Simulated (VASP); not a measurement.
Wanted: the native input for a VASP 6.6.1 run.

```yaml
Task: single point
Functional: LDA
Potentials_or_basis: VASP PAW LDA potentials, release 64 (Cu)
Cutoff: 520 eV
k_mesh: 20 × 20 × 20
Occupations: gaussian, width 0.1 eV
Spin: no spin polarisation
Dipole_correction: no
Further_INCAR_settings: ALGO = Fast; EDIFF = 1e-06; NBANDS = 12
```

The structure of Cu lies in POSCAR:

```
Cu
1.0
   -1.4275229676      1.4275229676      1.3411469829
    1.4275229676     -1.4275229676      1.3411469829
    1.4275229676      1.4275229676     -1.3411469829
Cu
1
Direct
    0.0000000000      0.0000000000      0.0000000000
```

The input as run:

INCAR

```
PREC     = Accurate       # precision mode
ENCUT    = 520            # plane-wave cutoff, eV
EDIFF    = 1E-6           # SCF threshold, eV
ISMEAR   = 0              # smearing method
SIGMA    = 0.1            # smearing width, eV
LREAL    = F              # projectors in reciprocal space
LASPH    = T              # aspherical terms in the spheres
NELM     = 100            # most SCF steps
ALGO     = Fast           # electronic algorithm
ISIF     = 2              # what is computed and relaxed
LWAVE    = F              # write WAVECAR
LCHARG   = F              # write CHGCAR
NBANDS   = 12             # bands
```

KPOINTS

```
regular mesh
0
Gamma
  20 20 20
```

Potentials or basis: VASP PAW LDA potentials, release 64 (Cu).

Command:

```bash
$ cat potpaw_LDA.64/Cu/POTCAR > POTCAR
$ mpirun -np 1 vasp_std > vasp.out
```

It gave:

* Pressure: 1.4 GPa

It took 48 s on 1 thread of AMD EPYC 9R14 (Zen 4), with other jobs on the host, peak memory 0.15 GiB.
